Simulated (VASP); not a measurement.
Write the native input for VASP 6.6.1 that does the following.

```yaml
Task: single point
Functional: PBE
Potentials_or_basis: VASP PAW PBE potentials, release 64 (Ta_pv, N)
Cutoff: 600 eV
k_mesh: 8 × 8 × 8
Occupations: gaussian, width 0.1 eV
Spin: collinear spin
Starting_moments: "[1.0, 0.0] μB"
Dipole_correction: no
Further_INCAR_settings: ALGO = Normal; EDIFF = 1e-06; NBANDS = 19
```

The structure of TaN lies in POSCAR:

```
TaN
1.0
    0.0000000000      2.1951566050      2.1951566050
    2.1951566050      0.0000000000      2.1951566050
    2.1951566050      2.1951566050      0.0000000000
Ta N
1 1
Direct
    0.5000000000      0.5000000000      0.5000000000
    0.0000000000      0.0000000000      0.0000000000
```

The input as run:

INCAR

```
PREC = Accurate
ENCUT = 600
EDIFF = 1E-6
ISMEAR = 0
SIGMA = 0.1
LREAL = F
LASPH = T
NELM = 200
ALGO = Normal
ISIF = 2
LWAVE = F
LCHARG = F
ISPIN = 2
MAGMOM = 1 0
LORBIT = 11
LMAXMIX = 4
GGA = PE
NBANDS = 19
GGA_COMPAT = F
```

KPOINTS

```
regular mesh
0
Gamma
  8 8 8
```

Potentials or basis: VASP PAW PBE potentials, release 64 (Ta_pv, N).

Launch:

```console
$ cat potpaw_PBE.64/Ta_pv/POTCAR potpaw_PBE.64/N/POTCAR > POTCAR
$ mpirun -np 1 vasp_std > vasp.out
```

It gave:

```yaml
Pressure: 7.2 GPa
Band_gap_on_the_k_mesh: zero (filled and empty bands overlap)
Net_moment: 0.00 μB per cell
Valence_electrons_inside_the_program's_atomic_spheres: Ta 8.96; N 3.76
```

Caveat: the cell stands under pressure; spin-orbit coupling is left out, which moves the levels of the heavy elements.

It took 21 s on 1 thread of Intel(R) Xeon(R) Platinum 8559C (Emerald Rapids) (shared host), peak memory 0.18 GiB.
